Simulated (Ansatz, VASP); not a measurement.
**Two plane-wave programs on BeTe**

```xyz
2
Lattice="0.0000 2.8010 2.8010 2.8010 0.0000 2.8010 2.8010 2.8010 0.0000" Properties=species:S:1:pos:R:3 pbc="T T T"
Be    0.0000    0.0000    0.0000
Te    4.2015    4.2015    4.2015
```

Alike in both runs: task single point; functional PBE; k mesh 10 × 10 × 10; occupations gaussian, width 0.05 eV; no spin polarisation.

|  | VASP | Ansatz |
| --- | --- | --- |
| version | VASP 6.6.1 | Ansatz 0.2.0 |
| potentials or method | VASP PAW PBE potentials, release 64 (Be, Te), cutoff 600 eV | scalar-relativistic, plane waves, PAW |
| valence electrons in the cell | 8 | 18 |

VASP gave:

* gap on the k mesh at the Fermi level (eV): 1.93
* least direct gap on the mesh (eV): 3.60
* pressure (GPa): 2.1

Task: What did Ansatz give for the same quantities?

Result: gap on the k mesh at the Fermi level (eV): 1.95; least direct gap on the mesh (eV): 3.62; pressure (GPa): 2.0.

VASP's potentials hold 8 valence electrons a cell and Ansatz's 18, so a difference there can come from the potentials and not from the codes.

Spin-orbit coupling is off throughout.
